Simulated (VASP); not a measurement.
**MgO: relaxation of cell and atoms with LDA**

Crystal: MgO.

```
Mg O
1.0
     0.00000    2.07955    2.07955
     2.07955    0.00000    2.07955
     2.07955    2.07955    0.00000
Mg O
1 1
Direct
  0.00000 0.00000 0.00000
  0.50000 0.50000 0.50000
```

* Program: VASP 6.6.1
* Task: relaxation of cell and atoms
* Functional: LDA
* Potentials or basis: VASP PAW LDA potentials, release 64 (Mg_sv, O)
* Cutoff: 840 eV
* k mesh: 10 × 10 × 10
* Occupations: gaussian, width 0.01 eV
* Spin: no spin polarisation
* Target pressure: 6 GPa
* Dipole correction: no
* Further INCAR settings: ALGO = Normal; EDIFF = 1e-07; IBRION = 2; EDIFFG = -0.001; NSW = 80; ISIF = 3

* Relaxed volume: 8.75 Å³/atom
* Relaxed cell: a = 2.914 Å, b = 2.914 Å, c = 2.914 Å, α = 60.00°, β = 60.00°, γ = 60.00°
* Space group after relaxing (to 0.1 Å): Fm-3m (No. 225)
* Energy change on relaxing (the run minimises the enthalpy): +5.1 meV/atom
* Ionic steps: 3
* Pressure after relaxing: 6.0 GPa
* Band gap on the k mesh: 5.34 eV

Step by step:
| step | energy change (eV) | largest force (eV/Å) | pressure (GPa) | volume (Å³) |
| --- | --- | --- | --- | --- |
| 1 | 0.0000 | 0.0000 | 0.64 | 17.99 |
| 2 | 0.0233 | 0.0000 | 9.28 | 17.21 |
| 3 | 0.0101 | 0.0000 | 6.00 | 17.49 |

Final structure:
```xyz
2
Lattice="0.0000 2.0603 2.0603 2.0603 0.0000 2.0603 2.0603 2.0603 0.0000" Properties=species:S:1:pos:R:3 pbc="T T T"
Mg    0.0000    0.0000    0.0000
O     2.0603    2.0603    2.0603
```

Levels at points of the mesh, in eV from the valence-band top:
```
           k point  band 5  band 6  band 7  band 8  band 9  band 10  band 11  band 12
(0.00, 0.00, 0.00)  -17.34    0.00    0.00    0.00    5.34    15.89    15.89    15.89
(0.50, 0.00, 0.00)  -15.77   -4.99   -0.75   -0.75    8.16    13.16    16.69    16.69
(0.50, 0.50, 0.00)  -15.53   -4.39   -1.46   -1.46    8.95    10.46    13.60    19.66
```

It took 94 s on 1 thread of AMD EPYC 7571, on a shared host, peak memory 0.12 GiB.

Caveat: the cell is relaxed towards a set pressure, so the run minimises the enthalpy, not the energy. Zero-point motion and thermal expansion aren't in these numbers.
